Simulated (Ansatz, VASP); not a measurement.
## BiO5: VASP beside Ansatz

```
Bi O
1.0
    -2.87541    2.87541    2.40912
     2.87541   -2.87541    2.40912
     2.87541    2.87541   -2.40912
Bi O
1 5
Direct
  0.00000 0.00000 0.00000
  0.91960 0.42044 0.34004
  0.57956 0.91960 0.49916
  0.08040 0.57956 0.65996
  0.42044 0.08040 0.50084
  0.50000 0.50000 0.00000
```

Alike in both runs: functional PBE; k mesh 5 × 5 × 5; occupations gaussian, width 0.2 eV; no spin polarisation.

Ansatz relaxed the structure, and its values are those at the end. VASP's run is a single point on that final structure, the one shown.

|  | VASP | Ansatz |
| --- | --- | --- |
| version | VASP 6.6.1 | Ansatz 0.2.0 |
| potentials or method | VASP PAW PBE potentials, release 64 (Bi_d, O), cutoff 600 eV | scalar-relativistic, plane waves, PAW |
| valence electrons in the cell | 45 | 45 |

|  | VASP | Ansatz | Ansatz less VASP |
| --- | --- | --- | --- |
| gap on the k mesh at the Fermi level (eV) | none | none | - |
| pressure (GPa) | 0.7 | 0.2 | -0.57 |
| rms of the force components (eV/Å) | 0.259 | 0.008 | -0.2506 |

A gap of «none» marks a metal or a gap that the smearing closes. One of these differences is far larger than is usual between the two programs; its cause wasn't traced.

Spin-orbit coupling is off throughout.
